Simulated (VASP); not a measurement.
# Mo (P6/mmm) in VASP: notebook, part 2 of 2

VASP 6.6.1.

## 3. Single point, r2SCAN (14.02 Å³/atom)

This run uses another cell than the first one, of 14.02 Å³/atom.

Input file POSCAR:

```
Mo
1.0
    4.4609138916      0.0000000000      0.0000000000
   -2.2304569458      3.8632647542      0.0000000000
    0.0000000000      0.0000000000      2.4412876145
Mo
3
Direct
    0.0000000000      1.0000000000      1.0000000000
    0.3333333333      0.6666666667      0.5000000000
    0.6666666667      0.3333333333      0.5000000000
```

Input file INCAR.step1:

```
PREC = Accurate
ENCUT = 520
ISMEAR = -1
SIGMA = 0.1
LREAL = F
LASPH = T
NELM = 60
NBANDS = 28
GGA = PE
ALGO = Normal
EDIFF = 1E-4
LWAVE = T
LCHARG = F
```

Input file INCAR.step2:

```
PREC = Accurate
ENCUT = 520
EDIFF = 1E-7
ISMEAR = -1
SIGMA = 0.1
LREAL = F
LASPH = T
NELM = 60
ALGO = Normal
ISIF = 2
LWAVE = F
LCHARG = T
METAGGA = R2SCAN
LMIXTAU = T
LELF = T
LVHAR = T
NBANDS = 28
ISTART = 1
```

Input file KPOINTS:

```
Automatic mesh
0
Gamma
  9 9 14
```

Potentials or basis: VASP PAW PBE potentials, release 64 (Mo_sv).

Started as:

```bash
$ cat potpaw_PBE.64/Mo_sv/POTCAR > POTCAR
$ cp INCAR.step1 INCAR
$ mpirun -np 1 vasp_std > vasp.out
$ cp INCAR.step2 INCAR
$ mpirun -np 1 vasp_std > vasp.out
```

OUTCAR:

```text
PREC = Accurate
   ENCUT = 520
   EDIFF = 1E-7
   ISMEAR = -1
   LREAL = F
   LASPH = T
   NELM = 60
   ISIF = 2
   METAGGA = R2SCAN
   ISTART = 1

 ion  position               nearest neighbor table
   1  0.000  0.000  0.000-   2 2.85   3 2.85   2 2.85   3 2.85   2 2.85   2 2.85   3 2.85   3 2.85
                             3 2.85   3 2.85   2 2.85   2 2.85
   2  0.333  0.667  0.500-   3 2.58   3 2.58   3 2.58   1 2.85   1 2.85   1 2.85   1 2.85   1 2.85
                             1 2.85
   3  0.667  0.333  0.500-   2 2.58   2 2.58   2 2.58   1 2.85   1 2.85   1 2.85   1 2.85   1 2.85
                             1 2.85

  LATTYP: Found a hexagonal cell.
 ALAT       =     4.4609138916
 C/A-ratio  =     0.5472617660

  Lattice vectors:

 A1 = (   4.4609138916,   0.0000000000,   0.0000000000)
 A2 = (  -2.2304569458,   3.8632647542,   0.0000000000)
 A3 = (   0.0000000000,   0.0000000000,   2.4412876145)

Analysis of symmetry for initial positions (statically):
=====================================================================
 Subroutine PRICEL returns:
 Original cell was already a primitive cell.

 Routine SETGRP: Setting up the symmetry group for a
 hexagonal supercell.

 Subroutine GETGRP returns: Found 24 space group operations
 (whereof 24 operations were pure point group operations)
 out of a pool of 24 trial point group operations.

The static configuration has the point symmetry D_6h.

Analysis of symmetry for dynamics (positions and initial velocities):
=====================================================================
 Subroutine PRICEL returns:
 Original cell was already a primitive cell.

 Routine SETGRP: Setting up the symmetry group for a
 hexagonal supercell.

 Subroutine GETGRP returns: Found 24 space group operations
 (whereof 24 operations were pure point group operations)
 out of a pool of 24 trial point group operations.

The dynamic configuration has the point symmetry D_6h.
[... 117 lines left out ...]
   EFERMI_NEDOS =   21; number of points for ismear=-14 and -15
   IALGO  =     38    algorithm
   IMIX   =      4    mixing-type and parameters
     AMIX     =   0.40;   BMIX     =  1.00
     AMIX_MAG =   1.60;   BMIX_MAG =  1.00
  volume/ion in A,a.u.               =      14.02        94.64
  Fermi-wavevector in a.u.,A,eV,Ry     =   1.636159  3.091892 36.423018  2.677016
  Thomas-Fermi vector in A             =   2.727512
   LORBIT       =      0    0 simple, 1 ext, 2 COOP (PROOUT), +10 PAW based schemes
   METAGGA = R2SCAN    functional components
   LHFCALC =     F    Hartree Fock is set to
   AEXX    =    0.0000 exact exchange contribution
   IVDW    =     0    specifies the selected vdW correction
   LEPSILON=     F    determine dielectric tensor
   LRPA    =     F    only Hartree local field effects (RPA)
 non-spin polarized calculation
  energy-cutoff  :      520.00
  volume of cell :       42.07
 maximum number of plane-waves:      1155
 NGX is ok and might be reduce to    36
   NGX = 17   NGY = 17   NGZ =  9

 number of electron      42.0000001 magnetization

 Free energy of the ion-electron system (eV)
  ---------------------------------------------------
  ext. energy  EPLUGINS =         0.00000000
  ---------------------------------------------------
  free energy    TOTEN  =       -76.24227789 eV

  energy without entropy =      -76.13717947  energy(sigma->0) =      -76.18972868

 E-fermi :  14.2195     XC(G=0): -15.2914

 val. band max:       14.2102335800   @ k =   0.1111   0.1111   0.5000
 cond. band min:      14.2258439546   @ k =   0.3333   0.1111   0.0714
 fundamental gap:      0.0156103747
 Fermi energy:        14.2194940055

 k-point     1 :       0.0000    0.0000    0.0000
  band No.  band energies     occupation
      1     -48.8719      2.00000
      2     -48.5399      2.00000
      3     -48.3326      2.00000
      4     -22.5116      2.00000
      5     -22.5116      2.00000
      6     -22.3582      2.00000
[... 733 lines left out ...]
     27      17.8694      0.00000
     28      18.6662      0.00000

 [... further k-points ...]

------------------------ aborting loop because EDIFF is reached ----------------------------------------

  FORCE on cell =-STRESS in cart. coord.  units (eV):
  Direction    XX          YY          ZZ          XY          YZ          ZX
  --------------------------------------------------------------------------------------
  -------------------------------------------------------------------------------------
  Total       11.0155031     11.0155031     12.1089744      0.0000000     -0.0000000      0.0000000
  in kB      419.4861832    419.4861832    461.1271399      0.0000000     -0.0000000      0.0000000
  external PRESSURE =     433.3665021 kB  Pullay stress =       0.0000000 kB

 VOLUME and BASIS-vectors are now :
 -----------------------------------------------------------------------------
  energy-cutoff  :      520.00
  volume of cell :       42.07
      direct lattice vectors                 reciprocal lattice vectors
     4.460913892  0.000000000  0.000000000     0.224169312  0.129424213  0.000000000
    -2.230456946  3.863264754  0.000000000     0.000000000  0.258848426  0.000000000
     0.000000000  0.000000000  2.441287615     0.000000000  0.000000000  0.409619905

 POSITION                                       TOTAL-FORCE (eV/Angst)
 -----------------------------------------------------------------------------------
      0.00000      0.00000      0.00000        -0.000000      0.000000     -0.000000
     -0.00000      2.57551      1.22064         0.000000     -0.000000      0.000000
      2.23046      1.28775      1.22064        -0.000000      0.000000     -0.000000
 -----------------------------------------------------------------------------------
    total drift:                                0.000000      0.000000     -0.000000

  FREE ENERGIE OF THE ION-ELECTRON SYSTEM (eV)
  ---------------------------------------------------
  free  energy   TOTEN  =       -76.2422778924 eV

  energy  without entropy=      -76.1371794732  energy(sigma->0) =      -76.18972868
```

Run time: 3.9 min. Hardware: 1 thread of Intel Xeon Platinum 8488C (Sapphire Rapids), shared host; peak memory 0.22 GiB.

What came out:

```
Free energy            : -76.2423 eV
Pressure               : 43.3 GPa
Band gap on the k mesh : zero (bands 21 and 22 overlap by 1.87 eV)
```

Caveat: the cell stands under pressure; the PAW data sets were made with another functional, which shifts forces and pressure a little.

## 4. Single point, r2SCAN (14.66 Å³/atom)

This run uses another cell than the first one, of 14.66 Å³/atom.

Input file POSCAR:

```
Mo
1.0
    4.5275045134      0.0000000000      0.0000000000
   -2.2637522567      3.9209339244      0.0000000000
    0.0000000000      0.0000000000      2.4777301158
Mo
3
Direct
    0.0000000000      1.0000000000      1.0000000000
    0.3333333333      0.6666666667      0.5000000000
    0.6666666667      0.3333333333      0.5000000000
```

Input file INCAR.step1:

```
SYSTEM = Mo
PREC = Accurate
ENCUT = 520
ISMEAR = -1
SIGMA = 0.1
LREAL = .False.
LASPH = .True.
NELM = 100
NBANDS = 28
GGA = PE
ALGO = Normal
EDIFF = 1E-4
LWAVE = .True.
LCHARG = .False.
```

Input file INCAR.step2:

```
SYSTEM = Mo
PREC = Accurate
ENCUT = 520
EDIFF = 1E-6
ISMEAR = -1
SIGMA = 0.1
LREAL = .False.
LASPH = .True.
NELM = 100
ALGO = Normal
ISIF = 2
LWAVE = .False.
LCHARG = .True.
METAGGA = R2SCAN
LMIXTAU = .True.
LELF = .True.
LVHAR = .True.
NBANDS = 28
ISTART = 1
```

Input file KPOINTS:

```
regular mesh
0
Gamma
  9 9 14
  0 0 0
```

Started as:

```bash
$ cat potpaw_PBE.64/Mo_sv/POTCAR > POTCAR
$ cp INCAR.step1 INCAR
$ mpirun -np 1 vasp_std > vasp.out
$ cp INCAR.step2 INCAR
$ mpirun -np 1 vasp_std > vasp.out
```

Wall time 3.5 min (1 thread of Intel Xeon Platinum 8488C (Sapphire Rapids), shared host); peak memory 0.23 GiB.

Results (log left out):

| Item | Value |
| --- | --- |
| Free energy | -76.6549 eV |
| Pressure | 26.3 GPa |
| Band gap on the k mesh | zero (bands 21 and 22 overlap by 1.75 eV) |

Stress tensor (GPa, compression positive):
```
25.69  0.00  0.00
 0.00 25.69  0.00
 0.00  0.00 27.55
```

Levels at points of the mesh, in eV from the Fermi level:
```
           k point  band 18  band 19  band 20  band 21  band 22  band 23  band 24  band 25
(0.00, 0.00, 0.00)    -2.52    -2.47    -2.47    -0.68    -0.68     2.09     2.09     2.19
(0.00, 0.00, 0.50)    -1.60    -1.44    -1.44     0.13     0.13     2.83     2.83     3.61
```

Caveat: the cell stands under pressure; the PAW data sets were made with another functional, which shifts forces and pressure a little.

## 5. Overview

| cell | k mesh | gap on the mesh (eV) | pressure (GPa) |
| --- | --- | --- | --- |
| a = 4.655, b = 4.655, c = 2.548 Å, angles 90.0, 90.0, 120.0°, 3 atoms | 8 × 8 × 11 | none | 1.1 |
| a = 4.461, b = 4.461, c = 2.441 Å, angles 90.0, 90.0, 120.0°, 3 atoms | 9 × 9 × 14 | none | 43.3 |
| a = 4.528, b = 4.528, c = 2.478 Å, angles 90.0, 90.0, 120.0°, 3 atoms | 9 × 9 × 14 | none | 26.3 |

Alike in all rows: task single point; level r2SCAN; potentials or basis VASP PAW PBE potentials, release 64 (Mo_sv); no spin polarisation; cutoff (eV) 520; smearing fermi-dirac 0.1 eV.

Caveats: the PAW data sets were made with another functional, which shifts forces and pressure a little; the cell stands under pressure (at least some runs).

Total energies depend on the potentials used, so only differences within one code and one set of settings carry meaning.
